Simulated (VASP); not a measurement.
# GaN (P6_3mc) in VASP: further runs

Runs on GaN. Level: PBEsol. Tasks: single point.

All numbers are computed with VASP 6.6.1; they aren't measurements. Logs are shortened: lines on timing, memory, paths and dates and some standing lists are left out, and cuts for length are marked.

## (1) The cell of the first run

Symmetry: P6_3mc, No. 186, hexagonal system. Conventional cell: a = 3.190 Å, b = 3.190 Å, c = 5.180 Å, α = 90.00°, β = 90.00°, γ = 120.00°. Ga (site symmetry 3m) has 4 N at 1.95 Å within 2.6 Å. Within 2.6 Å of N (site symmetry 3m) lie 4 Ga at 1.95 Å.

## (2) Single point, PBEsol

Contents of INCAR:

```
SYSTEM = GaN
PREC = Accurate
ENCUT = 520
EDIFF = 1E-6
ISMEAR = 0
SIGMA = 0.01
LREAL = .False.
LASPH = .True.
NELM = 80
ALGO = Normal
ISIF = 2
LWAVE = .False.
LCHARG = .False.
GGA = PS
NBANDS = 26
```

Contents of KPOINTS:

```
regular mesh
0
Gamma
  8 8 6
  0 0 0
```

Contents of POSCAR:

```
GaN
1.0
    3.1900000000      0.0000000000      0.0000000000
   -1.5950000000      2.7626210381      0.0000000000
    0.0000000000      0.0000000000      5.1795846876
Ga N
2 2
Direct
    0.3333333333      0.6666666667     -0.0001369521
    0.6666666667      0.3333333333      0.4998630479
    0.3333333333      0.6666666667      0.3771369521
    0.6666666667      0.3333333333      0.8771369521
```

Potentials or basis: VASP PAW PBE potentials, release 64 (Ga_d, N).

Run with:

```sh
cat potpaw_PBE.64/Ga_d/POTCAR potpaw_PBE.64/N/POTCAR > POTCAR
mpirun -np 1 vasp_std > vasp.out
```

OUTCAR:

```text
SYSTEM = GaN
   PREC = Accurate
   ENCUT = 520
   EDIFF = 1E-6
   ISMEAR = 0
   LREAL = .False.
   LASPH = .True.
   NELM = 80
   ISIF = 2
   GGA = PS

 ion  position               nearest neighbor table
   1  0.333  0.667  1.000-   4 1.95   4 1.95   4 1.95   3 1.95
   2  0.667  0.333  0.500-   3 1.95   3 1.95   3 1.95   4 1.95
   3  0.333  0.667  0.377-   2 1.95   2 1.95   2 1.95   1 1.95
   4  0.667  0.333  0.877-   1 1.95   1 1.95   1 1.95   2 1.95

  LATTYP: Found a hexagonal cell.
 ALAT       =     3.1900000000
 C/A-ratio  =     1.6236942594

  Lattice vectors:

 A1 = (   3.1900000000,   0.0000000000,   0.0000000000)
 A2 = (  -1.5950000000,   2.7626210381,   0.0000000000)
 A3 = (   0.0000000000,   0.0000000000,   5.1795846876)

Analysis of symmetry for initial positions (statically):
=====================================================================
 Subroutine PRICEL returns:
 Original cell was already a primitive cell.

 Routine SETGRP: Setting up the symmetry group for a
 hexagonal supercell.

 Subroutine GETGRP returns: Found 12 space group operations
 (whereof  6 operations were pure point group operations)
 out of a pool of 24 trial point group operations.

The static configuration has the point symmetry C_3v.
 The point group associated with its full space group is C_6v.

Analysis of symmetry for dynamics (positions and initial velocities):
=====================================================================
 Subroutine PRICEL returns:
 Original cell was already a primitive cell.

 Routine SETGRP: Setting up the symmetry group for a
 hexagonal supercell.

 Subroutine GETGRP returns: Found 12 space group operations
 (whereof  6 operations were pure point group operations)
 out of a pool of 24 trial point group operations.

The dynamic configuration has the point symmetry C_3v.
 The point group associated with its full space group is C_6v.

 Subroutine INISYM returns: Found 12 space group operations
 (whereof  6 operations are pure point group operations),
 and found     1 'primitive' translations

----------------------------------------------------------------------------------------

                                     Primitive cell

  volume of cell :      45.6464

  direct lattice vectors                    reciprocal lattice vectors
     3.190000000  0.000000000  0.000000000     0.313479624  0.180987545  0.000000000
    -1.595000000  2.762621038  0.000000000     0.000000000  0.361975090  0.000000000
     0.000000000  0.000000000  5.179584688     0.000000000  0.000000000  0.193065672

  length of vectors
     3.190000000  3.190000000  5.179584688     0.361975090  0.361975090  0.193065672

  position of ions in fractional coordinates (direct lattice)
     0.333333333  0.666666667  0.999863048
     0.666666667  0.333333333  0.499863048
     0.333333333  0.666666667  0.377136952
     0.666666667  0.333333333  0.877136952

  ion indices of the primitive-cell ions
   primitive index   ion index
                 1           1
                 2           2
                 3           3
                 4           4

----------------------------------------------------------------------------------------

 KPOINTS: regular mesh

Automatic generation of k-mesh.
 Grid dimensions read from file:
 generate k-points for:    8    8    6

 Generating k-lattice:

  Cartesian coordinates                     Fractional coordinates (reciprocal lattice)
     0.039184953  0.022623443  0.000000000     0.125000000  0.000000000  0.000000000
     0.000000000  0.045246886  0.000000000     0.000000000  0.125000000  0.000000000
     0.000000000  0.000000000  0.032177612     0.000000000  0.000000000  0.166666667

  Length of vectors
     0.045246886  0.045246886  0.032177612

  Shift w.r.t. Gamma in fractional coordinates (k-lattice)
     0.000000000  0.000000000  0.000000000

 Subroutine IBZKPT returns following result:
 ===========================================

 Found     40 irreducible k-points:

 Following reciprocal coordinates:
            Coordinates               Weight
  0.000000  0.000000  0.000000      1.000000
  0.125000 -0.000000  0.000000      6.000000
  0.250000 -0.000000  0.000000      6.000000
  0.375000 -0.000000  0.000000      6.000000
  0.500000 -0.000000  0.000000      3.000000
  0.125000  0.125000  0.000000      6.000000
[... 16 lines left out ...]
  0.250000 -0.000000  0.333333     12.000000
  0.375000 -0.000000  0.333333     12.000000
 [... further k-points ...]
   k-points           NKPTS =     40   k-points in BZ     NKDIM =     40   number of bands    NBANDS=     26
   number of dos      NEDOS =    301   number of ions     NIONS =      4
   total plane-waves  NPLWV =  23040
   dimension x,y,z NGX =    24 NGY =   24 NGZ =   40
   dimension x,y,z NGXF=    48 NGYF=   48 NGZF=   80
   ions per type =               2   2
   NGX,Y,Z   is equivalent  to a cutoff of  12.51, 12.51, 12.84 a.u.
   NGXF,Y,Z  is equivalent  to a cutoff of  25.02, 25.02, 25.68 a.u.
 SYSTEM =  GaN
   PREC   = accura    normal or accurate (medium, high low for compatibility)
   ISTART =      0    job   : 0-new  1-cont  2-samecut
   ICHARG =      2    charge: 1-file 2-atom 10-const
   ISPIN  =      1    spin polarized calculation?
   LNONCOLLINEAR =      F non collinear calculations
   LSORBIT =      F    spin-orbit coupling
   LASPH  =      T    aspherical Exc in radial PAW
   ENCUT  =  520.0 eV  38.22 Ry    6.18 a.u.   5.93  5.93  9.63*2*pi/ulx,y,z
   NELM   =     80;   NELMIN=  2; NELMDL= -5     # of ELM steps
   EDIFF  = 0.1E-05   stopping-criterion for ELM
   LREAL  =      F    real-space projection
   EDIFFG = 0.1E-04   stopping-criterion for IOM
   NSW    =      0    number of steps for IOM
   IBRION =     -1    ionic relax: 0-MD 1-quasi-New 2-CG
   NFREE  =      0    steps in history (QN), initial steepest desc. (CG)
   ISIF   =      2    stress and relaxation
   ISYM   =      2    0-nonsym 1-usesym 2-fastsym
   POTIM  = 0.5000    time-step for ionic-motion
   TEBEG  =    0.0;   TEEND  =   0.0 temperature during run
   PSTRESS=    0.0 pullay stress
   NELECT =      36.0000    total number of electrons
   NUPDOWN=      -1.0000    fix difference up-down
   EMIN   =  10.00;   EMAX   =-10.00  energy-range for DOS
   EFERMI =   0.00;   METHOD = LEGACY
   ISMEAR =     0;   SIGMA  =   0.01  broadening in eV -4-tet -1-fermi 0-gaus
   EFERMI_NEDOS =   21; number of points for ismear=-14 and -15
   IALGO  =     38    algorithm
   IMIX   =      4    mixing-type and parameters
     AMIX     =   0.40;   BMIX     =  1.00
     AMIX_MAG =   1.60;   BMIX_MAG =  1.00
  volume/ion in A,a.u.               =      11.41        77.01
  Fermi-wavevector in a.u.,A,eV,Ry     =   1.512539  2.858285 31.127073  2.287775
  Thomas-Fermi vector in A             =   2.622450
   LORBIT       =      0    0 simple, 1 ext, 2 COOP (PROOUT), +10 PAW based schemes
   GGA     = PS    functional components
   LHFCALC =     F    Hartree Fock is set to
   AEXX    =    0.0000 exact exchange contribution
   IVDW    =     0    specifies the selected vdW correction
   LEPSILON=     F    determine dielectric tensor
   LRPA    =     F    only Hartree local field effects (RPA)
 non-spin polarized calculation
 Gauss-broadening in eV      SIGMA  =   0.01
  energy-cutoff  :      520.00
  volume of cell :       45.65
 maximum number of plane-waves:      1244
 NGX is ok and might be reduce to    24
   NGX = 11   NGY = 11   NGZ = 19

 number of electron      35.9999986 magnetization

 Free energy of the ion-electron system (eV)
  ---------------------------------------------------
  ext. energy  EPLUGINS =         0.00000000
  ---------------------------------------------------
  free energy    TOTEN  =       -26.26737474 eV

  energy without entropy =      -26.26737474  energy(sigma->0) =      -26.26737474

 E-fermi :   5.3148     XC(G=0): -11.9092

 val. band max:        5.1914264673   @ k =   0.0000   0.0000   0.0000
 cond. band min:       7.0740014567   @ k =   0.0000   0.0000   0.0000
 fundamental gap:      1.8825749895
 Fermi energy:         5.3148417758

 k-point     1 :       0.0000    0.0000    0.0000
  band No.  band energies     occupation
      1     -10.7885      2.00000
      2      -9.8302      2.00000
      3      -8.2034      2.00000
      4      -8.1890      2.00000
      5      -8.1890      2.00000
      6      -8.1265      2.00000
[... 18 lines left out ...]
     25      16.8035      0.00000
     26      16.8035      0.00000

 k-point     2 :       0.1250   -0.0000    0.0000
  band No.  band energies     occupation
      1     -10.6350      2.00000
      2      -9.7912      2.00000
      3      -8.1872      2.00000
      4      -8.1673      2.00000
      5      -8.1416      2.00000
      6      -8.1070      2.00000
[... 18 lines left out ...]
     25      16.3763      0.00000
     26      17.1296      0.00000

 k-point     3 :       0.2500   -0.0000    0.0000
  band No.  band energies     occupation
      1     -10.2714      2.00000
      2      -9.7166      2.00000
      3      -8.1481      2.00000
      4      -8.1292      2.00000
      5      -8.0644      2.00000
      6      -8.0229      2.00000
[... 18 lines left out ...]
     25      16.4924      0.00000
     26      17.8014      0.00000

 k-point     4 :       0.3750   -0.0000    0.0000
  band No.  band energies     occupation
      1      -9.9521      2.00000
      2      -9.6690      2.00000
      3      -8.1354      2.00000
      4      -8.1148      2.00000
      5      -8.0269      2.00000
      6      -7.9693      2.00000
[... 18 lines left out ...]
     25      16.9333      0.00000
     26      18.3826      0.00000

 k-point     5 :       0.5000   -0.0000    0.0000
  band No.  band energies     occupation
      1      -9.8434      2.00000
      2      -9.6573      2.00000
      3      -8.1397      2.00000
      4      -8.1145      2.00000
      5      -8.0167      2.00000
      6      -7.9735      2.00000
[... 18 lines left out ...]
     25      17.4848      0.00000
     26      18.4389      0.00000

 k-point     6 :       0.1250    0.1250    0.0000
  band No.  band energies     occupation
      1     -10.3755      2.00000
      2      -9.7357      2.00000
      3      -8.1502      2.00000
      4      -8.1442      2.00000
      5      -8.0795      2.00000
      6      -8.0706      2.00000
[... 427 lines left out ...]
 k-point    21 :       0.0000    0.0000    0.3333
  band No.  band energies     occupation
      1     -10.4826      2.00000
      2      -9.9810      2.00000
      3      -8.1814      2.00000
      4      -8.1814      2.00000
      5      -8.1498      2.00000
      6      -8.1498      2.00000
[... 18 lines left out ...]
     25      16.0020      0.00000
     26      16.0020      0.00000

 k-point    22 :       0.1250   -0.0000    0.3333
  band No.  band energies     occupation
      1     -10.3534      2.00000
      2      -9.9150      2.00000
      3      -8.1684      2.00000
      4      -8.1565      2.00000
      5      -8.1348      2.00000
      6      -8.1205      2.00000
[... 18 lines left out ...]
     25      15.8179      0.00000
     26      16.3860      0.00000

 k-point    23 :       0.2500   -0.0000    0.3333
  band No.  band energies     occupation
      1     -10.0639      2.00000
      2      -9.7825      2.00000
      3      -8.1436      2.00000
      4      -8.1046      2.00000
      5      -8.1013      2.00000
      6      -8.0512      2.00000
[... 18 lines left out ...]
     25      16.2456      0.00000
     26      17.2165      0.00000

 k-point    24 :       0.3750   -0.0000    0.3333
  band No.  band energies     occupation
      1      -9.8313      2.00000
      2      -9.6902      2.00000
      3      -8.1479      2.00000
      4      -8.0915      2.00000
      5      -8.0717      2.00000
      6      -7.9887      2.00000
[... 18 lines left out ...]
     25      16.4551      0.00000
     26      17.9686      0.00000

 [... further k-points ...]
[... 5 lines left out ...]
  --------------------------------------------------------------------------------------
  -------------------------------------------------------------------------------------
  Total       -0.3156591     -0.3156591     -0.0352870      0.0000000      0.0000000      0.0000000
  in kB      -11.0795465    -11.0795465     -1.2385636      0.0000000      0.0000000      0.0000000
  external PRESSURE =      -7.7992189 kB  Pullay stress =       0.0000000 kB

 VOLUME and BASIS-vectors are now :
 -----------------------------------------------------------------------------
  energy-cutoff  :      520.00
  volume of cell :       45.65
      direct lattice vectors                 reciprocal lattice vectors
     3.190000000  0.000000000  0.000000000     0.313479624  0.180987545  0.000000000
    -1.595000000  2.762621038  0.000000000     0.000000000  0.361975090  0.000000000
     0.000000000  0.000000000  5.179584688     0.000000000  0.000000000  0.193065672

 POSITION                                       TOTAL-FORCE (eV/Angst)
 -----------------------------------------------------------------------------------
     -0.00000      1.84175      5.17888        -0.000000     -0.000000      0.004470
      1.59500      0.92087      2.58908         0.000000      0.000000      0.004470
     -0.00000      1.84175      1.95341         0.000000     -0.000000     -0.004470
      1.59500      0.92087      4.54321        -0.000000      0.000000     -0.004470
 -----------------------------------------------------------------------------------
    total drift:                               -0.000001     -0.000001     -0.000227

  FREE ENERGIE OF THE ION-ELECTRON SYSTEM (eV)
  ---------------------------------------------------
  free  energy   TOTEN  =       -26.2673747380 eV

  energy  without entropy=      -26.2673747380  energy(sigma->0) =      -26.26737474
```

Wall time 17 s (1 thread of Intel Xeon 6975P-C (Granite Rapids), shared host); peak memory 0.17 GiB.

What came out:

```
Free energy            : -26.2674 eV
Pressure               : -0.8 GPa
Largest force          : 0.004 eV/Å
Band gap on the k mesh : 1.88 eV, direct
```

Forces on the atoms (eV/Å):
```
Ga   0.000  0.000  0.004
Ga   0.000  0.000  0.004
N    0.000  0.000 -0.004
N    0.000  0.000 -0.004
```

Caveat: the PAW data sets were made with another functional, which shifts forces and pressure a little. A hybrid or GW would open this gap; PBEsol tends to underestimate it.

## (3) Single point, PBEsol

This run uses another cell than the first one, of 11.43 Å³/atom, 1.002 times its volume.

Contents of INCAR:

```
PREC     = Accurate       # precision mode
ENCUT    = 520            # plane-wave cutoff, eV
EDIFF    = 1E-6           # SCF threshold, eV
ISMEAR   = 0              # smearing method
SIGMA    = 0.01           # smearing width, eV
LREAL    = False          # projectors in reciprocal space
LASPH    = True           # aspherical terms in the spheres
NELM     = 100            # most SCF steps
ALGO     = Normal         # electronic algorithm
ISIF     = 2              # what is computed and relaxed
LWAVE    = False          # write WAVECAR
LCHARG   = False          # write CHGCAR
GGA      = PS             # functional
NBANDS   = 26             # bands
```

Contents of KPOINTS:

```
regular mesh
0
Gamma
  8 8 6
```

Contents of POSCAR:

```
GaN
1.0
    3.1900000000      0.0000000000      0.0000000000
   -1.5950000000      2.7626210381      0.0000000000
    0.0000000000      0.0000000000      5.1900000000
Ga N
2 2
Direct
    0.3333333333      0.6666666667      0.0000000000
    0.6666666667      0.3333333333      0.5000000000
    0.3333333333      0.6666666667      0.3770000000
    0.6666666667      0.3333333333      0.8770000000
```

Potentials or basis: VASP PAW PBE potentials, release 64 (Ga_d, N).

Run with:

```sh
cat potpaw_PBE.64/Ga_d/POTCAR potpaw_PBE.64/N/POTCAR > POTCAR
mpirun -np 1 vasp_std > vasp.out
```

Wall time 17 s (1 thread of Intel Xeon 6975P-C (Granite Rapids), shared host); peak memory 0.17 GiB.

It converged, with:

- Free energy: -26.2671 eV
- Pressure: -1.2 GPa
- Largest force: 0.008 eV/Å
- Band gap on the k mesh: 1.86 eV, direct

Forces on the atoms (eV/Å):
```
Ga   0.000  0.000  0.008
Ga   0.000  0.000  0.008
N    0.000  0.000 -0.008
N    0.000  0.000 -0.008
```

Stress tensor (GPa, compression positive):
```
-1.28  0.00  0.00
 0.00 -1.28  0.00
 0.00  0.00 -0.90
```

Levels at points of the mesh, in eV from the valence-band top:
```tsv
k point	band 15	band 16	band 17	band 18	band 19	band 20	band 21	band 22
(0.00, 0.00, 0.00)	-1.05	-0.03	0.00	0.00	1.86	4.16	9.10	9.78
(0.50, 0.00, 0.00)	-4.24	-2.77	-2.23	-1.01	4.92	5.49	5.95	8.54
(0.00, 0.00, 0.50)	-0.54	-0.54	-0.54	-0.54	4.18	4.18	8.36	8.36
(0.50, 0.00, 0.50)	-1.96	-1.96	-1.90	-1.90	4.29	4.29	7.67	7.67
```

Caveat: the PAW data sets were made with another functional, which shifts forces and pressure a little.
